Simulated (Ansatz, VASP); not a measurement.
# Two plane-wave programs on BaZrO3

```xyz
5
Lattice="4.1606 0.0000 0.0000 -2.0803 3.6031 0.0000 0.0000 0.0000 7.8228" Properties=species:S:1:pos:R:3 pbc="T T T"
Ba    0.0000    0.0000    3.9114
Zr    0.0000    2.4021    0.0000
O     2.0803    1.2010    3.9114
O     0.0000    2.4021    5.9283
O     0.0000    2.4021    1.8945
```

Alike in both runs: functional PBE; k mesh 12 × 12 × 6; occupations gaussian, width 0.1 eV; no spin polarisation.

Ansatz relaxed the structure, and its values are those at the end. VASP's run is a single point on that final structure, the one shown.

```csv
,VASP,Ansatz
version,VASP 6.6.1,Ansatz 0.2.0
potentials or method,"VASP PAW PBE potentials, release 64 (Ba_sv, Zr_sv, O), cutoff 520 eV","scalar-relativistic, plane waves, PAW"
valence electrons in the cell,40,40
```

|  | VASP | Ansatz | Ansatz less VASP |
| --- | --- | --- | --- |
| gap on the k mesh at the Fermi level (eV) | none | none | - |
| pressure (GPa) | 1.1 | 0.0 | -1.08 |
| rms of the force components (eV/Å) | 0.046 | 0.000 | -0.0459 |

A gap of «none» marks a metal or a gap that the smearing closes. The functional is the same, so the differences come from potentials, cutoffs and numerics.

Spin-orbit coupling is off throughout.
